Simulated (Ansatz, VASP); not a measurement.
**Two plane-wave programs on Ni**

The input INCAR:

```
SYSTEM = Ni
PREC = Accurate
ENCUT = 600
EDIFF = 1E-7
ISMEAR = 0
SIGMA = 0.1
LREAL = .False.
LASPH = .True.
NELM = 150
ALGO = Normal
ISIF = 3
LWAVE = .False.
LCHARG = .False.
ISPIN = 2
MAGMOM = 0.81
LORBIT = 11
LMAXMIX = 4
GGA = PE
IBRION = 2
NSW = 80
EDIFFG = -0.01
```

Contents of KPOINTS:

```
regular mesh
0
Gamma
  20 20 20
  0 0 0
```

The input POSCAR:

```
Ni
1.0
    0.0000000000      1.7405332719      1.7405332719
    1.7405332719      0.0000000000      1.7405332719
    1.7405332719      1.7405332719      0.0000000000
Ni
1
Direct
    0.0000000000      0.0000000000      0.0000000000
```

Input for Ansatz:

```yaml
crystal:
  lattice:
    - [0.0, 1.7405332719, 1.7405332719]
    - [1.7405332719, 0.0, 1.7405332719]
    - [1.7405332719, 1.7405332719, 0.0]
  atoms:
    - { symbol: Ni, position: [0.0, 0.0, 0.0], spin: 0.81 }
basis:
  ecutwfc: 420
kpoints:
  mp_grid: { grid: [20, 20, 20] }
hamiltonian:
  xc: pbe
scf:
  occupations: { method: gaussian, width: 0.1 }
output:
  forces: true
  stress: true
  eigenvalues: true
  populations: true
magnetization:
  spin_polarized: true
relax:
  adjacent_minimum: "off"
  f_tol: 0.01
  max_steps: 60
  cell: { stress_tol: 0.1 }
```

Alike in both runs: task relaxation of cell and atoms; functional PBE; k mesh 20 × 20 × 20; occupations gaussian, width 0.1 eV; collinear spin.

|  | VASP | Ansatz |
| --- | --- | --- |
| version | VASP 6.6.1 | Ansatz 0.2.0 |
| potentials or method | VASP PAW PBE potentials, release 64 (Ni), cutoff 600 eV | scalar-relativistic, plane waves, PAW |
| valence electrons in the cell | 10 | 18 |

```tsv
	VASP	Ansatz	Ansatz less VASP
gap on the k mesh at the Fermi level, each at its own relaxed structure (eV)	none	none	-
net moment per atom (μB)	0.63	0.64	+0.010
size of the moment on the site where the two differ most (μB)	0.64	0.68	+0.038
relaxed volume (Å³/atom)	10.88	10.89	+0.007
relaxed cell length with the largest relative difference (Å)	2.487	2.488	+0.0005
```

Site moments also hang on the region over which each program counts them. A gap of «none» marks a metal or a gap that the smearing closes. VASP's potentials hold 10 valence electrons a cell and Ansatz's 18, so a difference there can come from the potentials and not from the codes.
